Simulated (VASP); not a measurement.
Input of a VASP 6.6.1 run:

File INCAR:

```
SYSTEM = C
PREC     = Accurate       ! precision mode
ENCUT    = 600            ! plane-wave cutoff, eV
EDIFF    = 1E-6           ! SCF threshold, eV
ISMEAR   = -1             ! smearing method
SIGMA    = 0.02           ! smearing width, eV
LREAL    = .False.        ! projectors in reciprocal space
LASPH    = .True.         ! aspherical terms in the spheres
NELM     = 60             ! most SCF steps
ALGO     = Normal         ! electronic algorithm
ISIF     = 3              ! what is computed and relaxed
LWAVE    = .False.        ! write WAVECAR
LCHARG   = .False.        ! write CHGCAR
GGA      = CA             ! functional
IBRION   = 2              ! ionic algorithm
NSW      = 60             ! ionic steps
EDIFFG   = -0.005         ! ionic threshold
```

Contents of KPOINTS:

```
Automatic mesh
0
Gamma
  24 24 24
  0 0 0
```

File POSCAR:

```
C
1.0
    0.0000000000      1.7863159877      1.7863159877
    1.7863159877      0.0000000000      1.7863159877
    1.7863159877      1.7863159877      0.0000000000
C
2
Direct
   -0.1250000000     -0.1250000000     -0.1250000000
    0.1250000000      0.1250000000      0.1250000000
```

Potentials or basis: VASP PAW LDA potentials, release 64 (C).

The run is started by

```sh
$ cat potpaw_LDA.64/C/POTCAR > POTCAR
$ mpirun -np 1 vasp_std > vasp.out
```

Q: Estimate the relaxed cell.

A: a = 2.499 Å, b = 2.499 Å, c = 2.499 Å, α = 60.00°, β = 60.00°, γ = 60.00°.

Q: Predict the relaxed volume.

A: 5.52 Å³/atom.

Q: What does it give for the space group after relaxing (to 0.1 Å)?

A: Fd-3m (No. 227).

The path:
```
step  energy change (eV)  largest force (eV/Å)  pressure (GPa)  volume (Å³)
   1              0.0000                0.0000          -14.44        11.40
   2              0.0123                0.0000           21.30        10.57
   3             -0.0171                0.0000           -0.15        11.03
   4             -0.0171                0.0000            0.15        11.03
   5             -0.0171                0.0000           -0.16        11.03
   6             -0.0171                0.0000           -0.03        11.03
```
